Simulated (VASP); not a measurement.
Al:

```xyz
1
Lattice="0.0000 2.0100 2.0100 2.0100 0.0000 2.0100 2.0100 2.0100 0.0000" Properties=species:S:1:pos:R:3 pbc="T T T"
Al    0.0000    0.0000    0.0000
```

```yaml
Program: VASP 6.6.1
Task: relaxation of cell and atoms
Functional: PBE
Dispersion: D3(BJ)
Potentials_or_basis: VASP PAW PBE potentials, release 64 (Al)
Cutoff: 500 eV
k_mesh: 18 × 18 × 18
Occupations: gaussian, width 0.1 eV
Spin: no spin polarisation
```

At the start: pressure -2.3 GPa; volume 16.24 Å³/atom.

Question: How do energy, volume and symmetry change on relaxing?

Answer: Over 3 steps the energy falls by 3.4 meV/atom and the volume is 15.78 Å³/atom (-2.8 %); space group Fm-3m (No. 225, to 0.1 Å) before and after.

The path:
| step | energy change (eV) | largest force (eV/Å) | pressure (GPa) | volume (Å³) |
| --- | --- | --- | --- | --- |
| 1 | 0.0000 | 0.0000 | -2.29 | 16.24 |
| 2 | -0.0033 | 0.0000 | 0.44 | 15.70 |
| 3 | -0.0034 | 0.0000 | 0.00 | 15.78 |

Final structure:
```yaml
crystal:
  lattice:
    - [0.00000, 1.99078, 1.99078]
    - [1.99078, 0.00000, 1.99078]
    - [1.99078, 1.99078, 0.00000]
  atoms:
    - { symbol: Al, position: [0.00000, 0.00000, 0.00000] }
```
